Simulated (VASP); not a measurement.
Runs of VASP 6.6.1 on AlCu3. The structure is that of space group Pm-3m (No. 221), or close to it. The cells are those of the table. 

```csv
cell,gap on the mesh (eV),pressure (GPa)
"a = 3.661 Å, 4 atoms",none,-2.9
"a = 3.588 Å, 4 atoms",none,(b)
"a = 3.563 Å, 4 atoms",none,(a)
"a = 3.613 Å, 4 atoms",none,3.0
"a = 3.685 Å, 4 atoms",none,-5.5
```

Alike in all rows: task single point; level PBEsol; potentials or basis VASP PAW PBE potentials, release 64 (Al, Cu); no spin polarisation; k mesh 6 × 6 × 6; cutoff (eV) 520; smearing fermi-dirac 0.05 eV.

**Question.** Estimate the missing entries.

**Answer.** (a) 10.6; (b) 6.5.

Caveats: the PAW data sets were made with another functional, which shifts forces and pressure a little.

A gap of «none» marks levels without a gap at the run's occupations.
